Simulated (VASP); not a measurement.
# LiVB2 (R-3m) in VASP: single point with r2SCAN

Aim: the single point of LiVB2 with r2SCAN.

All numbers are computed with VASP 6.6.1; they aren't measurements. Logs are shortened: lines on timing, memory, paths and dates and some standing lists are left out, and cuts for length are marked.

## 1. The cell of the first run

It takes space group R-3m (No. 166, trigonal). The conventional cell has a = 2.808 Å, b = 2.808 Å, c = 14.620 Å, α = 90.00°, β = 90.00°, γ = 120.00°. Within 2.6 Å of V (site symmetry -3m) lie 6 B at 1.96 Å. Within 2.6 Å of B (site symmetry 3m) lie 3 V at 1.96 Å and 3 Li at 2.10 Å. Li (site symmetry -3m) has 6 B at 2.10 Å within 2.8 Å.

## 2. Single point, r2SCAN

The input, POSCAR:

```
LiVB2
1.0
    2.8077404500      0.0000000000      0.0000000000
   -1.4038702300      2.4315809100      0.0000000000
   -1.4038702300      0.8105273100      4.8731668100
V B Li
1 2 1
Direct
    0.5000000000      0.5000000000      0.5000000000
    0.2418000000      0.7582000000      0.7254000000
    0.7582000000      0.2418000000      0.2746000000
    0.0000000000      0.0000000000      0.0000000000
```

The input, INCAR.step1:

```
SYSTEM = LiVB2
PREC     = Accurate       ! precision mode
ENCUT    = 520            ! plane-wave cutoff, eV
ISMEAR   = -1             ! smearing method
SIGMA    = 0.1            ! smearing width, eV
LREAL    = .False.        ! projectors in reciprocal space
LASPH    = .True.         ! aspherical terms in the spheres
NELM     = 100            ! most SCF steps
NBANDS   = 19             ! bands
GGA      = PE             ! functional
ALGO     = Normal         ! electronic algorithm
EDIFF    = 1E-4           ! SCF threshold, eV
LWAVE    = .True.         ! write WAVECAR
LCHARG   = .False.        ! write CHGCAR
```

The input, INCAR.step2:

```
SYSTEM = LiVB2
PREC     = Accurate       ! precision mode
ENCUT    = 520            ! plane-wave cutoff, eV
EDIFF    = 1E-6           ! SCF threshold, eV
ISMEAR   = -1             ! smearing method
SIGMA    = 0.1            ! smearing width, eV
LREAL    = .False.        ! projectors in reciprocal space
LASPH    = .True.         ! aspherical terms in the spheres
NELM     = 100            ! most SCF steps
ALGO     = Normal         ! electronic algorithm
ISIF     = 2              ! what is computed and relaxed
LWAVE    = .False.        ! write WAVECAR
LCHARG   = .False.        ! write CHGCAR
METAGGA  = R2SCAN         ! meta-GGA
LMIXTAU  = .True.       
NBANDS   = 19             ! bands
ISTART   = 1
```

The input, KPOINTS:

```
regular mesh
0
Gamma
  7 7 7
  0 0 0
```

Potentials or basis: VASP PAW PBE potentials, release 64 (V_sv, B, Li_sv).

Launch:

```
$ cat potpaw_PBE.64/V_sv/POTCAR potpaw_PBE.64/B/POTCAR potpaw_PBE.64/Li_sv/POTCAR > POTCAR
$ cp INCAR.step1 INCAR
$ mpirun -np 1 vasp_std > vasp.out
$ cp INCAR.step2 INCAR
$ mpirun -np 1 vasp_std > vasp.out
```

OUTCAR:

```text
SYSTEM = LiVB2
   PREC = Accurate
   ENCUT = 520
   EDIFF = 1E-6
   ISMEAR = -1
   LREAL = .False.
   LASPH = .True.
   NELM = 100
   ISIF = 2
   METAGGA = R2SCAN
   ISTART = 1

 ion  position               nearest neighbor table
   1  0.500  0.500  0.500-   2 1.96   3 1.96   3 1.96   2 1.96   2 1.96   3 1.96
   2  0.242  0.758  0.725-   1 1.96   1 1.96   1 1.96   4 2.10   4 2.10   4 2.10
   3  0.758  0.242  0.275-   1 1.96   1 1.96   1 1.96   4 2.10   4 2.10   4 2.10
   4  0.000  0.000  0.000-   3 2.10   2 2.10   3 2.10   2 2.10   3 2.10   2 2.10

  LATTYP: Found a trigonal (rhomboedric) cell.
 ALAT       =     5.1357150945
 COS(alpha) =     0.8505541539

  Lattice vectors:

 A1 = (   0.0000000000,  -1.6210536000,   4.8731668100)
 A2 = (   1.4038702200,   0.8105273100,   4.8731668100)
 A3 = (  -1.4038702300,   0.8105273100,   4.8731668100)

Analysis of symmetry for initial positions (statically):
=====================================================================
 Subroutine PRICEL returns:
 Original cell was already a primitive cell.

 Routine SETGRP: Setting up the symmetry group for a
 trigonal (rhombohedral) supercell.

 Subroutine GETGRP returns: Found 12 space group operations
 (whereof 12 operations were pure point group operations)
 out of a pool of 12 trial point group operations.

The static configuration has the point symmetry D_3d.

Analysis of symmetry for dynamics (positions and initial velocities):
=====================================================================
 Subroutine PRICEL returns:
 Original cell was already a primitive cell.

 Routine SETGRP: Setting up the symmetry group for a
 trigonal (rhombohedral) supercell.

 Subroutine GETGRP returns: Found 12 space group operations
 (whereof 12 operations were pure point group operations)
 out of a pool of 12 trial point group operations.

The dynamic configuration has the point symmetry D_3d.

 Subroutine INISYM returns: Found 12 space group operations
 (whereof 12 operations are pure point group operations),
 and found     1 'primitive' translations

----------------------------------------------------------------------------------------

                                     Primitive cell

  volume of cell :      33.2703

  direct lattice vectors                    reciprocal lattice vectors
     2.807740450  0.000000000  0.000000000     0.356158277  0.205627540  0.068401776
    -1.403870230  2.431580910  0.000000000     0.000000000  0.411255079 -0.068401819
    -1.403870230  0.810527310  4.873166810     0.000000000  0.000000000  0.205205370

  length of vectors
     2.807740450  2.807745954  5.135714254     0.416905513  0.416904724  0.205205370

  position of ions in fractional coordinates (direct lattice)
     0.500000000  0.500000000  0.500000000
     0.241800000  0.758200000  0.725400000
     0.758200000  0.241800000  0.274600000
     0.000000000  0.000000000  0.000000000

  ion indices of the primitive-cell ions
   primitive index   ion index
                 1           1
                 2           2
                 3           3
                 4           4

----------------------------------------------------------------------------------------

 KPOINTS: regular mesh

Automatic generation of k-mesh.
 Grid dimensions read from file:
 generate k-points for:    7    7    7

 Generating k-lattice:

  Cartesian coordinates                     Fractional coordinates (reciprocal lattice)
     0.050879754  0.029375363  0.009771682     0.142857143  0.000000000  0.000000000
     0.000000000  0.058750726 -0.009771688     0.000000000  0.142857143  0.000000000
     0.000000000  0.000000000  0.029315053     0.000000000  0.000000000  0.142857143

  Length of vectors
     0.059557930  0.059557818  0.029315053

  Shift w.r.t. Gamma in fractional coordinates (k-lattice)
     0.000000000  0.000000000  0.000000000

 Subroutine IBZKPT returns following result:
 ===========================================

 Found     44 irreducible k-points:

 Following reciprocal coordinates:
            Coordinates               Weight
  0.000000  0.000000  0.000000      1.000000
  0.142857 -0.000000  0.000000      6.000000
  0.285714 -0.000000  0.000000      6.000000
  0.428571 -0.000000  0.000000      6.000000
  0.142857  0.142857  0.000000      6.000000
  0.285714  0.142857  0.000000     12.000000
[... 16 lines left out ...]
  0.142857  0.285714  0.142857     12.000000
  0.285714  0.285714  0.142857     12.000000
 [... further k-points ...]
   k-points           NKPTS =     44   k-points in BZ     NKDIM =     44   number of bands    NBANDS=     19
   number of dos      NEDOS =    301   number of ions     NIONS =      4
   total plane-waves  NPLWV =  23040
   dimension x,y,z NGX =    24 NGY =   24 NGZ =   40
   dimension x,y,z NGXF=    48 NGYF=   48 NGZF=   80
   ions per type =               1   2   1
   NGX,Y,Z   is equivalent  to a cutoff of  14.21, 14.21, 12.95 a.u.
   NGXF,Y,Z  is equivalent  to a cutoff of  28.42, 28.42, 25.90 a.u.
 SYSTEM =  LiVB2
   PREC   = accura    normal or accurate (medium, high low for compatibility)
   ISTART =      1    job   : 0-new  1-cont  2-samecut
   ICHARG =      0    charge: 1-file 2-atom 10-const
   ISPIN  =      1    spin polarized calculation?
   LNONCOLLINEAR =      F non collinear calculations
   LSORBIT =      F    spin-orbit coupling
   LASPH  =      T    aspherical Exc in radial PAW
   ENCUT  =  520.0 eV  38.22 Ry    6.18 a.u.   5.22  5.22  9.55*2*pi/ulx,y,z
   NELM   =    100;   NELMIN=  2; NELMDL=  0     # of ELM steps
   EDIFF  = 0.1E-05   stopping-criterion for ELM
   LREAL  =      F    real-space projection
   EDIFFG = 0.1E-04   stopping-criterion for IOM
   NSW    =      0    number of steps for IOM
   IBRION =     -1    ionic relax: 0-MD 1-quasi-New 2-CG
   NFREE  =      0    steps in history (QN), initial steepest desc. (CG)
   ISIF   =      2    stress and relaxation
   ISYM   =      2    0-nonsym 1-usesym 2-fastsym
   POTIM  = 0.5000    time-step for ionic-motion
   TEBEG  =    0.0;   TEEND  =   0.0 temperature during run
   PSTRESS=    0.0 pullay stress
   NELECT =      22.0000    total number of electrons
   NUPDOWN=      -1.0000    fix difference up-down
   EMIN   =  10.00;   EMAX   =-10.00  energy-range for DOS
   EFERMI =   0.00;   METHOD = LEGACY
   ISMEAR =    -1;   SIGMA  =   0.10  broadening in eV -4-tet -1-fermi 0-gaus
   EFERMI_NEDOS =   21; number of points for ismear=-14 and -15
   IALGO  =     38    algorithm
   IMIX   =      4    mixing-type and parameters
     AMIX     =   0.40;   BMIX     =  1.00
     AMIX_MAG =   1.60;   BMIX_MAG =  1.00
  volume/ion in A,a.u.               =       8.32        56.13
  Fermi-wavevector in a.u.,A,eV,Ry     =   1.426254  2.695228 27.676960  2.034199
  Thomas-Fermi vector in A             =   2.546550
   LORBIT       =      0    0 simple, 1 ext, 2 COOP (PROOUT), +10 PAW based schemes
   METAGGA = R2SCAN    functional components
   LHFCALC =     F    Hartree Fock is set to
   AEXX    =    0.0000 exact exchange contribution
   IVDW    =     0    specifies the selected vdW correction
   LEPSILON=     F    determine dielectric tensor
   LRPA    =     F    only Hartree local field effects (RPA)
 non-spin polarized calculation
  energy-cutoff  :      520.00
  volume of cell :       33.27
 maximum number of plane-waves:       907
 NGX is ok and might be reduce to    24
   NGX = 11   NGY = 11   NGZ = 19

 number of electron      21.9999996 magnetization

 Free energy of the ion-electron system (eV)
  ---------------------------------------------------
  ext. energy  EPLUGINS =         0.00000000
  ---------------------------------------------------
  free energy    TOTEN  =       -27.91175598 eV

  energy without entropy =      -27.86422571  energy(sigma->0) =      -27.88799085

 E-fermi :   7.8149     XC(G=0): -13.0130

 val. band max:        7.7322298922   @ k =   0.2857   0.4286   0.1429
 cond. band min:       7.8595756022   @ k =  -0.4286   0.1429  -0.0000
 fundamental gap:      0.1273457100
 Fermi energy:         7.8149236264

 k-point     1 :       0.0000    0.0000    0.0000
  band No.  band energies     occupation
      1     -58.2523      2.00000
      2     -38.8636      2.00000
      3     -31.0633      2.00000
      4     -30.8833      2.00000
      5     -30.8833      2.00000
      6      -3.8033      2.00000
[... 11 lines left out ...]
     18      17.3771      0.00000
     19      21.3663      0.00000

 k-point     2 :       0.1429   -0.0000    0.0000
  band No.  band energies     occupation
      1     -58.2358      2.00000
      2     -38.8556      2.00000
      3     -31.0446      2.00000
      4     -30.9987      2.00000
      5     -30.9094      2.00000
      6      -3.2812      2.00000
[... 11 lines left out ...]
     18      16.4759      0.00000
     19      22.2183      0.00000

 k-point     3 :       0.2857   -0.0000    0.0000
  band No.  band energies     occupation
      1     -58.1985      2.00000
      2     -38.8377      2.00000
      3     -31.2524      2.00000
      4     -31.0021      2.00000
      5     -30.9677      2.00000
      6      -1.8866      2.00000
[... 11 lines left out ...]
     18      17.1724      0.00000
     19      20.7559      0.00000

 k-point     4 :       0.4286   -0.0000    0.0000
  band No.  band energies     occupation
      1     -58.1683      2.00000
      2     -38.8234      2.00000
      3     -31.4508      2.00000
      4     -31.0141      2.00000
      5     -30.9679      2.00000
      6      -0.3315      2.00000
[... 11 lines left out ...]
     18      16.9670      0.00000
     19      19.6202      0.00000

 k-point     5 :       0.1429    0.1429    0.0000
  band No.  band energies     occupation
      1     -58.2089      2.00000
      2     -38.8427      2.00000
      3     -31.1663      2.00000
      4     -31.0141      2.00000
      5     -30.9684      2.00000
      6      -2.3333      2.00000
[... 11 lines left out ...]
     18      16.9937      0.00000
     19      22.4202      0.00000
[... 334 lines left out ...]
      2     -38.8233      2.00000
      3     -31.4508      2.00000
      4     -31.0141      2.00000
      5     -30.9680      2.00000
      6      -0.2775      2.00000
[... 11 lines left out ...]
     18      17.5097      0.00000
     19      19.7282      0.00000

 k-point    22 :      -0.2857    0.0000    0.1429
  band No.  band energies     occupation
      1     -58.1985      2.00000
      2     -38.8377      2.00000
      3     -31.2525      2.00000
      4     -31.0022      2.00000
      5     -30.9677      2.00000
      6      -1.8956      2.00000
[... 11 lines left out ...]
     18      17.1655      0.00000
     19      20.7162      0.00000

 k-point    23 :       0.1429    0.2857    0.1429
  band No.  band energies     occupation
      1     -58.1751      2.00000
      2     -38.8265      2.00000
      3     -31.3588      2.00000
      4     -31.0543      2.00000
      5     -30.9757      2.00000
      6      -0.6366      2.00000
[... 11 lines left out ...]
     18      18.1188      0.00000
     19      21.1094      0.00000

 k-point    24 :       0.2857    0.2857    0.1429
  band No.  band energies     occupation
      1     -58.1563      2.00000
      2     -38.8175      2.00000
      3     -31.3617      2.00000
      4     -31.2071      2.00000
      5     -30.9544      2.00000
      6       0.9924      2.00000
[... 11 lines left out ...]
     18      16.7330      0.00000
     19      20.7695      0.00000

 [... further k-points ...]

------------------------ aborting loop because EDIFF is reached ----------------------------------------

  FORCE on cell =-STRESS in cart. coord.  units (eV):
  Direction    XX          YY          ZZ          XY          YZ          ZX
  --------------------------------------------------------------------------------------
  -------------------------------------------------------------------------------------
  Total       11.2046033     11.2046619      8.6129122     -0.0000000      0.0000006     -0.0000000
  in kB      539.5728728    539.5756923    414.7664726     -0.0000011      0.0000289     -0.0000003
  external PRESSURE =     497.9716792 kB  Pullay stress =       0.0000000 kB

 VOLUME and BASIS-vectors are now :
 -----------------------------------------------------------------------------
  energy-cutoff  :      520.00
  volume of cell :       33.27
      direct lattice vectors                 reciprocal lattice vectors
     2.807740450  0.000000000  0.000000000     0.356158277  0.205627540  0.068401776
    -1.403870230  2.431580910  0.000000000     0.000000000  0.411255079 -0.068401819
    -1.403870230  0.810527310  4.873166810     0.000000000  0.000000000  0.205205370

 POSITION                                       TOTAL-FORCE (eV/Angst)
 -----------------------------------------------------------------------------------
     -0.00000      1.62105      2.43658        -0.000000      0.000000      0.000000
     -1.40387      2.43158      3.53500        -0.000000      0.000000      1.760110
      1.40387      0.81053      1.33817         0.000000     -0.000000     -1.760110
      0.00000      0.00000      0.00000        -0.000000     -0.000000      0.000000
 -----------------------------------------------------------------------------------
    total drift:                                0.000000      0.000000     -0.000000

  FREE ENERGIE OF THE ION-ELECTRON SYSTEM (eV)
  ---------------------------------------------------
  free  energy   TOTEN  =       -27.9117559777 eV

  energy  without entropy=      -27.8642257135  energy(sigma->0) =      -27.88799085
```

It took 99 s on 1 thread of Intel Xeon Platinum 8488C (Sapphire Rapids), shared host; peak memory 0.18 GiB.

What came out:

```yaml
Free_energy: -27.9118 eV
Largest_force: 1.760 eV/Å
Band_gap_on_the_k_mesh: zero (band 11 reaches 9.23 eV, above the bottom of band 12 at 7.59 eV)
```

Forces in eV/Å, atoms in the order of the input:
```
V    0.000  0.000  0.000
B    0.000  0.000  1.760
B    0.000  0.000 -1.760
Li   0.000  0.000  0.000
```

Caveat: the k points lie up to 0.37 Å⁻¹ apart; the cutoff is under 1.25 times the usual one of these potentials, so pressure, stress and relaxed cells hold a basis-set (Pulay) error; the PAW data sets were made with another functional, which shifts forces and pressure a little.
